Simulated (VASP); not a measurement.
Write the native input for VASP 6.6.1 that does the following.

```
Task                   : single point
Functional             : PBE
Potentials or basis    : VASP PAW PBE potentials, release 64 (Ba_sv, Zr_sv, O)
Cutoff                 : 520 eV
k mesh                 : 6 × 6 × 6
Occupations            : fermi-dirac, width 0.02 eV
Spin                   : no spin polarisation
Dipole correction      : no
Further INCAR settings : ALGO = Normal; EDIFF = 1e-06; NBANDS = 51
```

The structure of BaZrO3 lies in POSCAR:

```
BaZrO3
1.0
   -2.9725062335      2.9725062335      4.2064685272
    2.9725062335     -2.9725062335      4.2064685272
    2.9725062335      2.9725062335     -4.2064685272
Ba Zr O
2 2 6
Direct
    0.7500000000      0.2500000000      0.5000000000
    0.2500000000      0.7500000000      0.5000000000
    0.0000000000      0.0000000000      0.0000000000
    0.5000000000      0.5000000000      0.0000000000
    0.7500000000      0.7500000000      0.0000000000
    0.2500000000      0.2500000000      0.0000000000
    0.2422646082      0.7422646082      0.9845292164
    0.7577353918      0.2577353918      0.0154707836
    0.7422646082      0.7577353918      0.5000000000
    0.2577353918      0.2422646082      0.5000000000
```

One way to write it, as run:

INCAR

```
PREC = Accurate
ENCUT = 520
EDIFF = 1E-6
ISMEAR = -1
SIGMA = 0.02
LREAL = F
LASPH = T
NELM = 60
ALGO = Normal
ISIF = 2
LWAVE = F
LCHARG = F
GGA = PE
NBANDS = 51
```

KPOINTS

```
Automatic mesh
0
Gamma
  6 6 6
```

Potentials or basis: VASP PAW PBE potentials, release 64 (Ba_sv, Zr_sv, O).

The run is started by

```bash
$ cat potpaw_PBE.64/Ba_sv/POTCAR potpaw_PBE.64/Zr_sv/POTCAR potpaw_PBE.64/O/POTCAR > POTCAR
$ mpirun -np 1 vasp_std > vasp.out
```

It gave:

The pressure is 3.4 GPa and the band gap on the k mesh is 3.18 eV.

Caveat: the cell stands under pressure; spin-orbit coupling is left out, which moves the levels of the heavy elements.

Wall time 3.1 min on 1 thread of Intel(R) Xeon(R) Platinum 8488C (Sapphire Rapids), on a shared host, peak memory 0.42 GiB.
